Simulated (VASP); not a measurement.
Be5Te2:

```
Be Te
1.0
     3.92000    0.00000    0.00000
    -1.96000    3.39482    0.00000
     0.00000    0.00000    8.10000
Be Te
5 2
Direct
  0.00000 0.00000 0.00000
  0.66667 0.33333 0.01000
  0.33333 0.66667 0.99000
  0.66667 0.33333 0.41000
  0.33333 0.66667 0.59000
  0.33333 0.66667 0.28500
  0.66667 0.33333 0.71500
```

| Quantity | Value |
| --- | --- |
| Program | VASP 6.6.1 |
| Task | relaxation of cell and atoms |
| Functional | PBE |
| Potentials or basis | VASP PAW PBE potentials, release 64 (Be, Te) |
| Cutoff | 600 eV |
| k mesh | 5 × 5 × 2 |
| Occupations | gaussian, width 0.2 eV |
| Spin | no spin polarisation |

At the start: pressure 4.3 GPa; volume 15.40 Å³/atom.

Question: Where does the relaxation end?

Answer: Over 11 steps the energy falls by 176.7 meV/atom and the volume is 17.56 Å³/atom (+14.1 %); space group P-3m1 (No. 164, to 0.05 Å).

The path:
```csv
step,energy change (eV),largest force (eV/Å),pressure (GPa),volume (Å³)
1,0.0000,1.6964,4.31,107.79
2,-0.8716,0.7404,0.87,114.04
3,-1.0355,0.6809,0.24,117.16
4,-0.9856,0.5648,0.74,123.03
5,-1.0666,0.6387,0.29,119.56
6,-1.0677,0.6489,0.27,119.05
7,-1.1513,0.5078,0.02,120.18
8,-1.2070,0.2426,-0.25,122.06
9,-1.2334,0.1330,0.21,121.93
10,-1.2347,0.1291,0.34,121.89
11,-1.2366,0.0387,-0.40,122.94
```

Final structure:
```
Be Te
1.0
     3.85686    0.00000    0.00000
    -1.92843    3.34014    0.00000
     0.00000    0.00000    9.54339
Be Te
5 2
Direct
  0.00000 0.00000 0.00000
  0.66667 0.33333 0.99114
  0.33333 0.66667 0.00886
  0.66667 0.33333 0.41535
  0.33333 0.66667 0.58465
  0.33333 0.66667 0.31382
  0.66667 0.33333 0.68618
```

Caveat: the k points lie up to 0.38 Å⁻¹ apart in the final cell; the relaxation stopped at a loose force limit of 0.08 eV/Å, so its end isn't a converged minimum.
